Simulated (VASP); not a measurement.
Wanted: the native input for a VASP 6.6.1 run.

```yaml
Task: single point
Functional: PBE
Potentials_or_basis: VASP PAW PBE potentials, release 64 (Ca_sv, Sn_d, N)
Cutoff: 520 eV
k_mesh: 12 × 12 × 2
Occupations: gaussian, width 0.1 eV
Spin: no spin polarisation
Dipole_correction: no
Further_INCAR_settings: ALGO = Normal; EDIFF = 1e-06; NBANDS = 64
```

The structure of Ca2Sn2N lies in POSCAR:

```
Ca2Sn2N
1.0
    3.4734527649      0.0000000000      0.0000000000
   -1.7367263825      3.0080983332      0.0000000000
    0.0000000000      0.0000000000     21.4968057065
Ca Sn N
4 4 2
Direct
    0.6666666667      0.3333333333      0.9416055614
    0.3333333333      0.6666666667      0.0583944386
    0.6666666667      0.3333333333      0.5583944386
    0.3333333333      0.6666666667      0.4416055614
    0.3333333333      0.6666666667      0.6841080277
    0.3333333333      0.6666666667      0.8158919723
    0.6666666667      0.3333333333      0.1841080277
    0.6666666667      0.3333333333      0.3158919723
    0.0000000000      0.0000000000      0.0000000000
    0.0000000000      0.0000000000      0.5000000000
```

One way to write it, as run:

INCAR

```
SYSTEM = Ca2Sn2N
PREC = Accurate ; ENCUT = 520
EDIFF = 1E-6 ; ISMEAR = 0
SIGMA = 0.1 ; LREAL = .False.
LASPH = .True. ; NELM = 60
ALGO = Normal ; ISIF = 2
LWAVE = .False. ; LCHARG = .False.
GGA = PE ; NBANDS = 64
```

KPOINTS

```
Automatic mesh
0
Gamma
  12 12 2
  0 0 0
```

Potentials or basis: VASP PAW PBE potentials, release 64 (Ca_sv, Sn_d, N).

Command:

```console
$ cat potpaw_PBE.64/Ca_sv/POTCAR potpaw_PBE.64/Sn_d/POTCAR potpaw_PBE.64/N/POTCAR > POTCAR
$ mpirun -np 1 vasp_std > vasp.out
```

It gave:

| Property | Result |
| --- | --- |
| Pressure | 3.6 GPa |
| Largest force | 0.040 eV/Å |
| Band gap on the k mesh | zero (bands 53 and 54 overlap by 4.46 eV) |

Caveat: the cell stands under pressure; spin-orbit coupling is left out, which moves the levels of the heavy elements.

Run time: 13 min on 1 thread of Oxide Virtual Turin-like Processor (shared host), peak memory 0.6 GiB.
